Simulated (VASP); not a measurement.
# CoO (Pm-3m) in VASP: further runs

The runs below take CoO through single point, with PBE.

Everything below comes from runs of VASP 6.6.1. Logs are shortened: lines on timing, memory, paths and dates and some standing lists are left out, and cuts for length are marked.

## 1. The cell of the first run

The structure is cubic, space group Pm-3m (No. 221). Conventional cell: a = 2.553 Å, b = 2.553 Å, c = 2.553 Å, α = 90.00°, β = 90.00°, γ = 90.00°. Co (site symmetry m-3m) has 8 O at 2.21 Å and 6 Co at 2.55 Å within 2.9 Å. Within 2.9 Å of O (site symmetry m-3m) lie 8 Co at 2.21 Å and 6 O at 2.55 Å.

## 2. Single point, PBE, collinear spin, ferromagnetic start

INCAR

```
PREC = Accurate
ENCUT = 700
EDIFF = 1E-6
ISMEAR = -1
SIGMA = 0.05
LREAL = False
LASPH = True
NELM = 200
ALGO = Normal
ISIF = 2
LWAVE = False
LCHARG = False
ISPIN = 2
MAGMOM = 2 0
LORBIT = 11
LMAXMIX = 4
GGA = PE
NBANDS = 22
GGA_COMPAT = False
```

KPOINTS

```
regular mesh
0
Gamma
  10 10 10
```

POSCAR

```
CoO
1.0
    2.5532739357      0.0000000000      0.0000000000
    0.0000000000      2.5532739357      0.0000000000
    0.0000000000      0.0000000000      2.5532739357
Co O
1 1
Direct
    0.0000000000      0.0000000000      0.0000000000
    0.5000000000      0.5000000000      0.5000000000
```

Potentials or basis: VASP PAW PBE potentials, release 64 (Co_sv, O).

Started as:

```sh
$ cat potpaw_PBE.64/Co_sv/POTCAR potpaw_PBE.64/O/POTCAR > POTCAR
$ mpirun -np 1 vasp_std > vasp.out
```

OUTCAR:

```text
PREC = Accurate
   ENCUT = 700
   EDIFF = 1E-6
   ISMEAR = -1
   LREAL = False
   LASPH = True
   NELM = 200
   ISIF = 2
   ISPIN = 2
   LORBIT = 11
   GGA = PE

 ion  position               nearest neighbor table
   1  0.000  0.000  0.000-   2 2.21   2 2.21   2 2.21   2 2.21   2 2.21   2 2.21   2 2.21   2 2.21

   2  0.500  0.500  0.500-   1 2.21   1 2.21   1 2.21   1 2.21   1 2.21   1 2.21   1 2.21   1 2.21

  LATTYP: Found a simple cubic cell.
 ALAT       =     2.5532739357

  Lattice vectors:

 A1 = (   2.5532739357,   0.0000000000,   0.0000000000)
 A2 = (   0.0000000000,   2.5532739357,   0.0000000000)
 A3 = (   0.0000000000,   0.0000000000,   2.5532739357)

Analysis of symmetry for initial positions (statically):
=====================================================================
 Subroutine PRICEL returns:
 Original cell was already a primitive cell.

 Routine SETGRP: Setting up the symmetry group for a
 simple cubic supercell.

 Subroutine GETGRP returns: Found 48 space group operations
 (whereof 48 operations were pure point group operations)
 out of a pool of 48 trial point group operations.

The static configuration has the point symmetry O_h .

Analysis of symmetry for dynamics (positions and initial velocities):
=====================================================================
 Subroutine PRICEL returns:
 Original cell was already a primitive cell.

 Routine SETGRP: Setting up the symmetry group for a
 simple cubic supercell.

 Subroutine GETGRP returns: Found 48 space group operations
 (whereof 48 operations were pure point group operations)
 out of a pool of 48 trial point group operations.

The dynamic configuration has the point symmetry O_h .

Analysis of structural, dynamic, and magnetic symmetry:
=====================================================================
 Subroutine PRICEL returns:
 Original cell was already a primitive cell.

 Routine SETGRP: Setting up the symmetry group for a
 simple cubic supercell.

 Subroutine GETGRP returns: Found 48 space group operations
 (whereof 48 operations were pure point group operations)
 out of a pool of 48 trial point group operations.

The overall configuration has the point symmetry O_h .

 Subroutine INISYM returns: Found 48 space group operations
 (whereof 48 operations are pure point group operations),
 and found     1 'primitive' translations

----------------------------------------------------------------------------------------

                                     Primitive cell

  volume of cell :      16.6453

  direct lattice vectors                    reciprocal lattice vectors
     2.553273936  0.000000000  0.000000000     0.391654020  0.000000000  0.000000000
     0.000000000  2.553273936  0.000000000     0.000000000  0.391654020  0.000000000
     0.000000000  0.000000000  2.553273936     0.000000000  0.000000000  0.391654020

  length of vectors
     2.553273936  2.553273936  2.553273936     0.391654020  0.391654020  0.391654020

  position of ions in fractional coordinates (direct lattice)
     0.000000000  0.000000000  0.000000000
     0.500000000  0.500000000  0.500000000

  ion indices of the primitive-cell ions
   primitive index   ion index
                 1           1
                 2           2

----------------------------------------------------------------------------------------

 KPOINTS: regular mesh

Automatic generation of k-mesh.
 Grid dimensions read from file:
 generate k-points for:   10   10   10

 Generating k-lattice:

  Cartesian coordinates                     Fractional coordinates (reciprocal lattice)
     0.039165402  0.000000000  0.000000000     0.100000000  0.000000000  0.000000000
     0.000000000  0.039165402  0.000000000     0.000000000  0.100000000  0.000000000
     0.000000000  0.000000000  0.039165402     0.000000000  0.000000000  0.100000000

  Length of vectors
     0.039165402  0.039165402  0.039165402

  Shift w.r.t. Gamma in fractional coordinates (k-lattice)
     0.000000000  0.000000000  0.000000000

 Subroutine IBZKPT returns following result:
 ===========================================

 Found     56 irreducible k-points:

 Following reciprocal coordinates:
            Coordinates               Weight
  0.000000  0.000000  0.000000      1.000000
  0.100000  0.000000  0.000000      6.000000
  0.200000  0.000000  0.000000      6.000000
  0.300000  0.000000  0.000000      6.000000
  0.400000  0.000000  0.000000      6.000000
  0.500000  0.000000  0.000000      3.000000
[... 16 lines left out ...]
  0.200000  0.100000  0.100000     24.000000
  0.300000  0.100000  0.100000     24.000000
 [... further k-points ...]
   k-points           NKPTS =     56   k-points in BZ     NKDIM =     56   number of bands    NBANDS=     22
   number of dos      NEDOS =    301   number of ions     NIONS =      2
   total plane-waves  NPLWV =  13824
   dimension x,y,z NGX =    24 NGY =   24 NGZ =   24
   dimension x,y,z NGXF=    48 NGYF=   48 NGZF=   48
   ions per type =               1   1
   NGX,Y,Z   is equivalent  to a cutoff of  15.63, 15.63, 15.63 a.u.
   NGXF,Y,Z  is equivalent  to a cutoff of  31.25, 31.25, 31.25 a.u.
 SYSTEM =  unknown system
   PREC   = accura    normal or accurate (medium, high low for compatibility)
   ISTART =      0    job   : 0-new  1-cont  2-samecut
   ICHARG =      2    charge: 1-file 2-atom 10-const
   ISPIN  =      2    spin polarized calculation?
   LNONCOLLINEAR =      F non collinear calculations
   LSORBIT =      F    spin-orbit coupling
   LASPH  =      T    aspherical Exc in radial PAW
   ENCUT  =  700.0 eV  51.45 Ry    7.17 a.u.   5.51  5.51  5.51*2*pi/ulx,y,z
   NELM   =    200;   NELMIN=  2; NELMDL= -5     # of ELM steps
   EDIFF  = 0.1E-05   stopping-criterion for ELM
   LREAL  =      F    real-space projection
   EDIFFG = 0.1E-04   stopping-criterion for IOM
   NSW    =      0    number of steps for IOM
   IBRION =     -1    ionic relax: 0-MD 1-quasi-New 2-CG
   NFREE  =      0    steps in history (QN), initial steepest desc. (CG)
   ISIF   =      2    stress and relaxation
   ISYM   =      2    0-nonsym 1-usesym 2-fastsym
   POTIM  = 0.5000    time-step for ionic-motion
   TEBEG  =    0.0;   TEEND  =   0.0 temperature during run
   PSTRESS=    0.0 pullay stress
   NELECT =      23.0000    total number of electrons
   NUPDOWN=      -1.0000    fix difference up-down
   EMIN   =  10.00;   EMAX   =-10.00  energy-range for DOS
   EFERMI =   0.00;   METHOD = LEGACY
   ISMEAR =    -1;   SIGMA  =   0.05  broadening in eV -4-tet -1-fermi 0-gaus
   EFERMI_NEDOS =   21; number of points for ismear=-14 and -15
   IALGO  =     38    algorithm
   IMIX   =      4    mixing-type and parameters
     AMIX     =   0.40;   BMIX     =  1.00
     AMIX_MAG =   1.60;   BMIX_MAG =  1.00
  volume/ion in A,a.u.               =       8.32        56.16
  Fermi-wavevector in a.u.,A,eV,Ry     =   1.823420  3.445764 45.237470  3.324860
  Thomas-Fermi vector in A             =   2.879368
   LORBIT       =     11    0 simple, 1 ext, 2 COOP (PROOUT), +10 PAW based schemes
   GGA     = PE    functional components
   LHFCALC =     F    Hartree Fock is set to
   AEXX    =    0.0000 exact exchange contribution
   IVDW    =     0    specifies the selected vdW correction
   LEPSILON=     F    determine dielectric tensor
   LRPA    =     F    only Hartree local field effects (RPA)
 spin polarized calculation
  energy-cutoff  :      700.00
  volume of cell :       16.65
 maximum number of plane-waves:       739
 NGX is ok and might be reduce to    24
   NGX = 11   NGY = 11   NGZ = 11

 number of electron      23.0000031 magnetization       2.9994723

 Free energy of the ion-electron system (eV)
  ---------------------------------------------------
  ext. energy  EPLUGINS =         0.00000000
  ---------------------------------------------------
  free energy    TOTEN  =       -12.42355719 eV

  energy without entropy =      -12.40895148  energy(sigma->0) =      -12.41625433

 E-fermi :  10.9460     XC(G=0): -13.7460

 val. band max:       10.9295322674   @ k =   0.3000   0.3000   0.0000
 cond. band min:      10.9499074431   @ k =   0.4000   0.3000   0.3000
 fundamental gap:      0.0203751758
 Fermi energy:        10.9460250322

 spin component 1

 k-point     1 :       0.0000    0.0000    0.0000
  band No.  band energies     occupation
      1     -86.1881      1.00000
      2     -49.3887      1.00000
      3     -49.3887      1.00000
      4     -49.3887      1.00000
      5     -10.1340      1.00000
      6       6.3597      1.00000
[... 14 lines left out ...]
     21      43.4020      0.00000
     22      43.4020      0.00000

 k-point     2 :       0.1000    0.0000    0.0000
  band No.  band energies     occupation
      1     -86.1868      1.00000
      2     -49.4008      1.00000
      3     -49.3875      1.00000
      4     -49.3875      1.00000
      5     -10.0186      1.00000
      6       5.9495      1.00000
[... 14 lines left out ...]
     21      41.9564      0.00000
     22      41.9564      0.00000

 k-point     3 :       0.2000    0.0000    0.0000
  band No.  band energies     occupation
      1     -86.1836      1.00000
      2     -49.4328      1.00000
      3     -49.3845      1.00000
      4     -49.3845      1.00000
      5      -9.6984      1.00000
      6       4.6153      1.00000
[... 14 lines left out ...]
     21      40.9192      0.00000
     22      40.9192      0.00000
[... 476 lines left out ...]
 k-point    23 :       0.2000    0.1000    0.1000
  band No.  band energies     occupation
      1     -86.1812      1.00000
      2     -49.4306      1.00000
      3     -49.3960      1.00000
      4     -49.3954      1.00000
      5      -9.4972      1.00000
      6       4.7506      1.00000
[... 14 lines left out ...]
     21      38.9283      0.00000
     22      42.7654      0.00000

 k-point    24 :       0.3000    0.1000    0.1000
  band No.  band energies     occupation
      1     -86.1773      1.00000
      2     -49.4701      1.00000
      3     -49.3925      1.00000
      4     -49.3918      1.00000
      5      -9.0861      1.00000
      6       3.3555      1.00000
[... 14 lines left out ...]
     21      38.8634      0.00000
     22      41.8674      0.00000

 [... further k-points ...]

 spin component 2

 k-point     1 :       0.0000    0.0000    0.0000
  band No.  band energies     occupation
      1     -83.1705      1.00000
      2     -46.4419      1.00000
      3     -46.4419      1.00000
      4     -46.4419      1.00000
      5      -9.4524      1.00000
      6       8.0915      1.00000
[... 14 lines left out ...]
     21      43.5295      0.00000
     22      43.5295      0.00000

 k-point     2 :       0.1000    0.0000    0.0000
  band No.  band energies     occupation
      1     -83.1691      1.00000
      2     -46.4559      1.00000
      3     -46.4406      1.00000
      4     -46.4406      1.00000
      5      -9.3318      1.00000
      6       7.1378      1.00000
[... 14 lines left out ...]
     21      42.2829      0.00000
     22      42.2829      0.00000

 k-point     3 :       0.2000    0.0000    0.0000
  band No.  band energies     occupation
      1     -83.1655      1.00000
      2     -46.4927      1.00000
      3     -46.4373      1.00000
      4     -46.4373      1.00000
      5      -8.9961      1.00000
      6       5.4481      1.00000
[... 14 lines left out ...]
     21      41.3922      0.00000
     22      41.3922      0.00000
[... 476 lines left out ...]
 k-point    23 :       0.2000    0.1000    0.1000
  band No.  band energies     occupation
      1     -83.1628      1.00000
      2     -46.4901      1.00000
      3     -46.4505      1.00000
      4     -46.4496      1.00000
      5      -8.7845      1.00000
      6       5.6116      1.00000
[... 14 lines left out ...]
     21      39.4395      0.00000
     22      43.0689      0.00000

 k-point    24 :       0.3000    0.1000    0.1000
  band No.  band energies     occupation
      1     -83.1584      1.00000
      2     -46.5354      1.00000
      3     -46.4465      1.00000
      4     -46.4456      1.00000
      5      -8.3498      1.00000
      6       4.0648      1.00000
[... 14 lines left out ...]
     21      39.3890      0.00000
     22      42.3827      0.00000

 [... further k-points ...]
[... 5 lines left out ...]
  --------------------------------------------------------------------------------------
  -------------------------------------------------------------------------------------
  Total        1.6449047      1.6449047      1.6449047      0.0000000      0.0000000     -0.0000000
  in kB      158.3284936    158.3284936    158.3284936      0.0000000      0.0000000     -0.0000000
  external PRESSURE =     158.3284936 kB  Pullay stress =       0.0000000 kB

 VOLUME and BASIS-vectors are now :
 -----------------------------------------------------------------------------
  energy-cutoff  :      700.00
  volume of cell :       16.65
      direct lattice vectors                 reciprocal lattice vectors
     2.553273936  0.000000000  0.000000000     0.391654020  0.000000000  0.000000000
     0.000000000  2.553273936  0.000000000     0.000000000  0.391654020  0.000000000
     0.000000000  0.000000000  2.553273936     0.000000000  0.000000000  0.391654020

 POSITION                                       TOTAL-FORCE (eV/Angst)
 -----------------------------------------------------------------------------------
      0.00000      0.00000      0.00000         0.000000      0.000000      0.000000
      1.27664      1.27664      1.27664         0.000000      0.000000      0.000000
 -----------------------------------------------------------------------------------
    total drift:                                0.000000      0.000000     -0.000000

  FREE ENERGIE OF THE ION-ELECTRON SYSTEM (eV)
  ---------------------------------------------------
  free  energy   TOTEN  =       -12.4235571881 eV

  energy  without entropy=      -12.4089514803  energy(sigma->0) =      -12.41625433

 total charge

# of ion       s       p       d       tot
------------------------------------------
    1        2.152   6.075   6.703  14.930
    2        1.577   3.391   0.000   4.968
--------------------------------------------------
tot          3.729   9.466   6.703  19.898

 magnetization (x)

# of ion       s       p       d       tot
------------------------------------------
    1        0.002   0.006   2.471   2.478
    2        0.022   0.426   0.000   0.448
--------------------------------------------------
tot          0.024   0.432   2.471   2.926
```

Run time: 41 s. Hardware: 1 thread of Intel Xeon Platinum 8259CL at 2.50GHz (Skylake/Cascade Lake), shared host; peak memory 0.18 GiB.

Results:

```
Free energy                                           : -12.4236 eV
Pressure                                              : 15.8 GPa
Band gap on the k mesh                                : zero (filled and empty bands overlap)
Net moment                                            : 3.00 μB per cell
Site moments                                          : Co +2.48; O +0.45 μB
Valence electrons inside the program's atomic spheres : Co 14.93; O 4.97
```

Caveat: the cell stands under pressure; a cell with one magnetic atom can't hold antiferromagnetic order, which such compounds often take; semilocal functionals often make such compounds metallic where correlation or magnetic order opens a gap, which also shifts bond lengths.

## 3. Single point, PBE, collinear spin, ferromagnetic start

This run uses another cell than the first one, of 8.49 Å³/atom.

INCAR

```
SYSTEM = CoO
PREC     = Accurate       ! precision mode
ENCUT    = 700            ! plane-wave cutoff, eV
EDIFF    = 1E-6           ! SCF threshold, eV
ISMEAR   = -1             ! smearing method
SIGMA    = 0.05           ! smearing width, eV
LREAL    = .FALSE.        ! projectors in reciprocal space
LASPH    = .TRUE.         ! aspherical terms in the spheres
NELM     = 200            ! most SCF steps
ALGO     = Normal         ! electronic algorithm
ISIF     = 2              ! what is computed and relaxed
LWAVE    = .FALSE.        ! write WAVECAR
LCHARG   = .FALSE.        ! write CHGCAR
ISPIN    = 2              ! spin polarisation
MAGMOM   = 1.71 0         ! initial moments
LORBIT   = 11             ! projections on sites
LMAXMIX  = 4              ! l up to which the mixer works
GGA      = PE             ! functional
NBANDS   = 22             ! bands
GGA_COMPAT= .FALSE.
```

KPOINTS

```
Automatic mesh
0
G
  10 10 10
  0 0 0
```

POSCAR

```
CoO
1.0
    2.5705263100      0.0000000000      0.0000000000
    0.0000000000      2.5705263100      0.0000000000
    0.0000000000      0.0000000000      2.5705263100
Co O
1 1
Direct
    0.0000000000      0.0000000000      0.0000000000
    0.5000000000      0.5000000000      0.5000000000
```

Potentials or basis: VASP PAW PBE potentials, release 64 (Co_sv, O).

Started as:

```sh
$ cat potpaw_PBE.64/Co_sv/POTCAR potpaw_PBE.64/O/POTCAR > POTCAR
$ mpirun -np 1 vasp_std > vasp.out
```

It took 49 s on 1 thread of Intel Xeon 6975P-C (Granite Rapids), shared host; peak memory 0.18 GiB.

It converged, with:

| Quantity | Value |
| --- | --- |
| Free energy | -12.4533 eV |
| Pressure | 10.5 GPa |
| Band gap on the k mesh | zero (filled and empty bands overlap) |
| Net moment | 3.00 μB per cell |
| Site moments | Co +2.48; O +0.45 μB |
| Valence electrons inside the program's atomic spheres | Co 14.92; O 4.96 |

Levels at points of the mesh, in eV from the Fermi level:
Spin up:
```
           k point  band 10  band 11  band 12  band 13  band 14  band 15  band 16  band 17
(0.00, 0.00, 0.00)    -3.04    -2.55    -2.55    -2.55     0.97    15.68    15.68    20.60
(0.50, 0.00, 0.00)    -2.46    -1.60    -0.31    -0.31     6.43     8.46    16.47    18.03
(0.50, 0.50, 0.00)    -3.17    -3.17    -2.06    -1.56     5.92    11.53    11.53    17.14
(0.50, 0.50, 0.50)    -1.52    -0.28    -0.28    -0.28     6.83     6.83     6.83    15.44
```
Spin down:
```
           k point  band 6  band 7  band 8  band 9  band 10  band 11  band 12  band 13  band 14  band 15
(0.00, 0.00, 0.00)   -2.78   -2.78   -2.24   -2.24    -2.24     0.51     0.51     0.51     1.67    16.23
(0.50, 0.00, 0.00)   -8.60   -3.21   -3.21   -2.30     0.49     0.62     1.89     1.89     6.90     9.47
(0.50, 0.50, 0.00)   -6.10   -6.10   -2.35   -1.21    -0.43    -0.28    -0.28     0.71     7.00    12.19
(0.50, 0.50, 0.50)   -6.61   -6.61   -6.61    0.76     0.76     2.22     2.22     2.22     7.17     7.17
```

Caveat: the cell stands under pressure; a cell with one magnetic atom can't hold antiferromagnetic order, which such compounds often take; semilocal functionals often make such compounds metallic where correlation or magnetic order opens a gap, which also shifts bond lengths. With open d or f shells a metallic result of PBE can be an artefact of self-interaction; +U or a hybrid may open a gap.

The gap in the log of VASP goes by the Fermi energy; the results here count the filled bands.